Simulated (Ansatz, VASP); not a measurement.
# Two plane-wave programs on ZrS

File INCAR:

```
PREC = Accurate
ENCUT = 520
EDIFF = 1E-7
ISMEAR = 0
SIGMA = 0.15
LREAL = False
LASPH = True
NELM = 100
ALGO = Normal
ISIF = 2
LWAVE = False
LCHARG = False
GGA = PS
NBANDS = 16
```

Contents of KPOINTS:

```
Automatic mesh
0
Gamma
  16 16 16
```

File POSCAR:

```
ZrS
1.0
    0.0000000000      2.5619346569      2.7642130512
    2.4239823420      0.0000000000      2.7642130512
    2.4239823420      2.5619346569      0.0000000000
Zr S
1 1
Direct
    0.0000000000      0.0000000000      0.0000000000
    0.5000000000      0.5000000000      0.5000000000
```

Input for Ansatz:

```yaml
crystal:
  lattice:
    - [0.0, 2.5619346569, 2.7642130512]
    - [2.423982342, 0.0, 2.7642130512]
    - [2.423982342, 2.5619346569, 0.0]
  atoms:
    - { symbol: Zr, position: [0.0, 0.0, 0.0] }
    - { symbol: S, position: [0.5, 0.5, 0.5] }
basis:
  ecutwfc: 420
kpoints:
  mp_grid: { grid: [16, 16, 16] }
hamiltonian:
  xc: pbesol
  pseudopotentials: { kind: paw, azcp: { folder: soft_1 } }
scf:
  occupations: { method: gaussian, width: 0.15 }
output:
  forces: true
  stress: true
  eigenvalues: true
  write_density: true
  write_potential: true
  elf: true
  volumetric_format: npy
```

Change from the starting cell: strain +e along x and -e along y -0.0267, strain +e along z and -e/2 along x and y +0.0700.

Alike in both runs: task single point; functional PBEsol; k mesh 16 × 16 × 16; occupations gaussian, width 0.15 eV; no spin polarisation.

```csv
,VASP,Ansatz
version,VASP 6.6.1,Ansatz 0.2.0
potentials or method,"VASP PAW PBE potentials, release 64 (Zr_sv, S), cutoff 520 eV","scalar-relativistic, plane waves, PAW"
valence electrons in the cell,18,18
```

```csv
,VASP,Ansatz,Ansatz less VASP
gap on the k mesh at the Fermi level (eV),none,none,-
pressure (GPa),6.0,5.9,-0.18
"traceless stress, the component that is largest in VASP (GPa)",22.06,21.95,-0.111
```

VASP's potentials were made for PBE, not for PBEsol, and Ansatz warns of the same on its side. A gap of «none» marks a metal or a gap that the smearing closes.
